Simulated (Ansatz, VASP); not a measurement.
Two plane-wave programs on Ti5Si

```xyz
6
Lattice="2.5228 1.4566 4.4409 -2.5228 1.4566 4.4409 0.0000 -2.9131 4.4409" Properties=species:S:1:pos:R:3 pbc="T T T"
Ti    0.0000    0.0000    2.0176
Ti    0.5316    1.4566    4.4409
Ti   -1.5272   -0.2679    4.4409
Ti    0.0000    0.0000   11.3051
Ti    0.9956   -1.1886    4.4409
Si    0.0000    0.0000    6.6614
```

Alike in both runs: task single point; functional PBE; k mesh 1 × 1 × 1; occupations gaussian, width 0.1 eV; no spin polarisation.

```csv
,VASP,Ansatz
version,VASP 6.6.1,Ansatz 0.2.0
potentials or method,"VASP PAW PBE potentials, release 64 (Ti_sv, Si), cutoff 520 eV","scalar-relativistic, plane waves, PAW"
valence electrons in the cell,64,64
```

|  | VASP | Ansatz | Ansatz less VASP |
| --- | --- | --- | --- |
| gap on the k mesh at the Fermi level (eV) | 0.10 | 0.10 | +0.002 |
| least direct gap on the mesh (eV) | 0.10 | 0.10 | +0.002 |
| pressure (GPa) | 2.1 | 2.2 | +0.08 |
| traceless stress, the component that is largest in VASP (GPa) | -0.86 | -0.93 | -0.075 |
| rms of the force components (eV/Å) | 0.347 | 0.346 | -0.0017 |

Atom by atom the forces differ by 0.008 eV/Å (rms over components).

The k mesh is coarse, so the values compare programs but aren't converged.
